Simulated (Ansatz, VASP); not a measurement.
## One calculation of MnSn3, two programs

```xyz
4
Lattice="4.4374 0.0000 0.0000 0.0000 4.4374 0.0000 0.0000 0.0000 4.4374" Properties=species:S:1:pos:R:3 pbc="T T T"
Sn    0.0000    2.2187    2.2187
Sn    2.2187    0.0000    2.2187
Sn    2.2187    2.2187    0.0000
Mn    0.0000    0.0000    0.0000
```

Alike in both runs: functional PBE; k mesh 10 × 10 × 10; occupations gaussian, width 0.1 eV; no spin polarisation.

Ansatz relaxed the structure, and its values are those at the end. VASP's run is a single point on that final structure, the one shown.

|  | VASP | Ansatz |
| --- | --- | --- |
| version | VASP 6.6.1 | Ansatz 0.2.0 |
| potentials or method | VASP PAW PBE potentials, release 64 (Sn_d, Mn_pv), cutoff 500 eV | scalar-relativistic, plane waves, PAW |
| valence electrons in the cell | 55 | 57 |

|  | VASP | Ansatz | Ansatz less VASP |
| --- | --- | --- | --- |
| gap on the k mesh at the Fermi level (eV) | none | none | - |
| pressure (GPa) | -0.1 | 0.0 | +0.05 |

A gap of «none» marks a metal or a gap that the smearing closes. VASP's potentials hold 55 valence electrons a cell and Ansatz's 57, so a difference there can come from the potentials and not from the codes.
